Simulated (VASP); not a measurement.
Wanted: the native input for a VASP 6.6.1 run.

- Task: relaxation of cell and atoms
- Functional: PBE
- Dispersion: D3(BJ)
- Potentials or basis: VASP PAW PBE potentials, release 64 (In_d, Sb)
- Cutoff: 600 eV
- k mesh: 12 × 12 × 12
- Occupations: gaussian, width 0.1 eV
- Spin: no spin polarisation
- Dipole correction: no
- Further INCAR settings: ALGO = Normal; EDIFF = 1e-07; IBRION = 2; EDIFFG = -0.005; NSW = 100; ISIF = 3

The structure of InSb lies in POSCAR:

```
InSb
1.0
    0.0000000000      3.2391000000      3.2391000000
    3.2391000000      0.0000000000      3.2391000000
    3.2391000000      3.2391000000      0.0000000000
In Sb
1 1
Direct
    0.0000000000      0.0000000000      0.0000000000
    0.7500000000      0.7500000000      0.7500000000
```

The input as run:

INCAR

```
PREC = Accurate ; ENCUT = 600
EDIFF = 1E-7 ; ISMEAR = 0
SIGMA = 0.1 ; LREAL = False
LASPH = True ; NELM = 80
ALGO = Normal ; ISIF = 3
LWAVE = False ; LCHARG = False
GGA = PE ; IVDW = 12
IBRION = 2 ; NSW = 100
EDIFFG = -0.005
```

KPOINTS

```
regular mesh
0
Gamma
  12 12 12
```

Potentials or basis: VASP PAW PBE potentials, release 64 (In_d, Sb).

Run with:

```console
$ cat potpaw_PBE.64/In_d/POTCAR potpaw_PBE.64/Sb/POTCAR > POTCAR
$ mpirun -np 1 vasp_std > vasp.out
```

Results of the run:

```json
{"Relaxed volume": "35.02 Å³/atom", "Relaxed cell": "a = 4.627 Å, b = 4.627 Å, c = 4.627 Å, α = 60.00°, β = 60.00°, γ = 60.00°", "Space group after relaxing (to 0.1 Å)": "F-43m (No. 216)", "Energy gained by relaxing": "4.3 meV/atom", "Ionic steps": "3", "Pressure after relaxing": "0.0 GPa", "Band gap on the k mesh": "zero (filled and empty bands touch)", "Dispersion energy per atom": "-0.321 eV"}
```

Caveat: semilocal functionals underestimate gaps, and a narrow one can read as zero; spin-orbit coupling is left out, which moves the levels of the heavy elements.

Run time: 110 s on 1 thread of AMD EPYC 9R45 96-Core Processor (Zen 5), on a shared host, peak memory 0.27 GiB.
